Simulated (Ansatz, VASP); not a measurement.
# Co, level by level in two programs

```xyz
4
Lattice="2.5031 0.0000 0.0000 -1.2515 2.1677 0.0000 0.0000 0.0000 8.1947" Properties=species:S:1:pos:R:3 pbc="T T T"
Co    1.2515    0.7226    6.1460
Co    0.0000    0.0000    4.0973
Co    0.0000    1.4451    2.0487
Co    0.0000    0.0000    0.0000
```

Single points on this cell with VASP 6.6.1 and Ansatz 0.2.0. Each row is one pair of runs. Alike in all rows: spin: collinear, typed start; k mesh: 12 × 12 × 4; smearing: fermi-dirac, width 0.05 eV; VASP's potentials, cutoff: VASP PAW PBE potentials, release 64 (Co), 520 eV.

```tsv
level	Ansatz's potentials, cutoff	gap on the k mesh at the Fermi level (eV), VASP	gap on the k mesh at the Fermi level (eV), Ansatz	pressure (GPa), VASP	pressure (GPa), Ansatz	net moment per atom (μB), VASP	net moment per atom (μB), Ansatz
SVWN5	Ansatz PAW, 420 eV	none	none	-23.9	-21.4	1.51	1.64
PBE+D4	Ansatz PAW, 420 eV	none	none	-10.0	-9.3	1.67	1.68
RPBE	Ansatz PAW, 420 eV	none	?	1.5	?	1.69	?
BLYP	Ansatz PAW, 420 eV	none	none	4.7	5.1	1.64	1.65
r2SCAN+D3(BJ)	Ansatz PAW, 500 eV	none	none	-11.2	-11.4	1.77	1.78
```

Q: Fill in what Ansatz gave in row 3.

A: gap on the k mesh at the Fermi level (eV): none; pressure (GPa): 2.1; net moment per atom (μB): 1.70.

VASP's potentials hold 36 valence electrons a cell and Ansatz's 68, so a difference there can come from the potentials and not from the codes.

A gap of «none» marks a metal or a gap that the smearing closes.

In some rows the two programs ended in different magnetic states.

Noted on Ansatz's runs: the magnetic or orbital state may not be the lowest.
